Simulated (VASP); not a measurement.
Write the native input for VASP 6.6.1 that does the following.

```yaml
Task: single point
Functional: PBEsol
Potentials_or_basis: VASP PAW PBE potentials, release 64 (Sn_d, As)
Cutoff: 520 eV
k_mesh: 13 × 13 × 13
Occupations: fermi-dirac, width 0.05 eV
Spin: no spin polarisation
Dipole_correction: no
Further_INCAR_settings: ALGO = Normal; EDIFF = 1e-07; NBANDS = 16
```

The structure of SnAs lies in POSCAR:

```
SnAs
1.0
    0.0000000000      2.8565745416      2.8565745416
    2.8565745416      0.0000000000      2.8565745416
    2.8565745416      2.8565745416      0.0000000000
Sn As
1 1
Direct
    0.0000000000      0.0000000000      0.0000000000
    0.5000000000      0.5000000000      0.5000000000
```

The input as run:

INCAR

```
SYSTEM = SnAs
  PREC = Accurate
  ENCUT = 520
  EDIFF = 1E-7
  ISMEAR = -1
  SIGMA = 0.05
  LREAL = .False.
  LASPH = .True.
  NELM = 60
  ALGO = Normal
  ISIF = 2
  LWAVE = .False.
  LCHARG = .True.
  GGA = PS
  LELF = .True.
  LVHAR = .True.
  NBANDS = 16
```

KPOINTS

```
regular mesh
0
Gamma
  13 13 13
  0 0 0
```

Potentials or basis: VASP PAW PBE potentials, release 64 (Sn_d, As).

Run with:

```console
$ cat potpaw_PBE.64/Sn_d/POTCAR potpaw_PBE.64/As/POTCAR > POTCAR
$ mpirun -np 1 vasp_std > vasp.out
```

It gave:

```yaml
Pressure: 0.0 GPa
```

Caveat: the PAW data sets were made with another functional, which shifts forces and pressure a little.

It took 44 s on 1 thread of Intel(R) Xeon(R) 6975P-C (Granite Rapids) (shared host), peak memory 0.21 GiB.
